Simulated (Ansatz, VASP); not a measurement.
**One calculation of ZrB2, two programs**

```
Zr B
1.0
     3.17000    0.00000    0.00000
    -1.58500    2.74530    0.00000
     0.00000    0.00000    3.53300
Zr B
1 2
Direct
  0.00000 0.00000 0.00000
  0.66667 0.33333 0.50000
  0.33333 0.66667 0.50000
```

Alike in both runs: task single point; functional PBE; k mesh 10 × 10 × 8; occupations gaussian, width 0.03 eV; no spin polarisation.

```csv
,VASP,Ansatz
version,VASP 6.6.1,Ansatz 0.2.0
potentials or method,"VASP PAW PBE potentials, release 64 (Zr_sv, B)",Ansatz PAW
plane-wave cutoff (eV),520,420
valence electrons in the cell,18,18
```

```tsv
	VASP	Ansatz	Ansatz less VASP
gap on the k mesh at the Fermi level (eV)	none	none	-
pressure (GPa)	0.9	0.8	-0.14
traceless stress, the component that is largest in VASP (GPa)	0.83	0.79	-0.041
```

A gap of «none» marks a metal or a gap that the smearing closes.
